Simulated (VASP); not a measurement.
Wanted: the native input for a VASP 6.6.1 run.

```yaml
Task: single point
Functional: PBE
Potentials_or_basis: VASP PAW PBE potentials, release 64 (Ni)
Cutoff: 520 eV
k_mesh: 24 × 24 × 24
Occupations: gaussian, width 0.15 eV
Spin: collinear spin, ferromagnetic start
Starting_moments: "[0.5] μB"
Fixed_moment: 0.5 μB
Dipole_correction: no
Further_INCAR_settings: ALGO = Normal; EDIFF = 1e-07; NBANDS = 15
```

The structure of Ni lies in POSCAR:

```
Ni
1.0
    0.0000000000      1.6465492621      1.6465492621
    1.6465492621      0.0000000000      1.6465492621
    1.6465492621      1.6465492621      0.0000000000
Ni
1
Direct
    0.0000000000      0.0000000000      0.0000000000
```

One way to write it, as run:

INCAR

```
ALGO     = Normal         # electronic algorithm
EDIFF    = 1E-7           # SCF threshold, eV
ENCUT    = 520            # plane-wave cutoff, eV
GGA      = PE             # functional
ISIF     = 2              # what is computed and relaxed
ISMEAR   = 0              # smearing method
ISPIN    = 2              # spin polarisation
LASPH    = True           # aspherical terms in the spheres
LCHARG   = False          # write CHGCAR
LMAXMIX  = 4              # l up to which the mixer works
LORBIT   = 11             # projections on sites
LREAL    = False          # projectors in reciprocal space
LWAVE    = False          # write WAVECAR
MAGMOM   = 0.5            # initial moments
NBANDS   = 15             # bands
NELM     = 150            # most SCF steps
NUPDOWN  = 0.5            # fixed moment
PREC     = Accurate       # precision mode
SIGMA    = 0.15           # smearing width, eV
```

KPOINTS

```
k-points
0
Gamma
  24 24 24
```

Potentials or basis: VASP PAW PBE potentials, release 64 (Ni).

Command:

```sh
$ cat potpaw_PBE.64/Ni/POTCAR > POTCAR
$ mpirun -np 1 vasp_std > vasp.out
```

Results of the run:

```
Pressure                                              : 62.7 GPa
Net moment                                            : 0.50 μB per cell
Site moments                                          : Ni +0.49 μB
Valence electrons inside the program's atomic spheres : Ni 9.74
```

Caveat: the total moment is fixed, so each spin has its own Fermi level.

Wall time 85 s on 1 thread of AMD EPYC 9R45 96-Core Processor (Zen 5), on a shared host, peak memory 0.16 GiB.
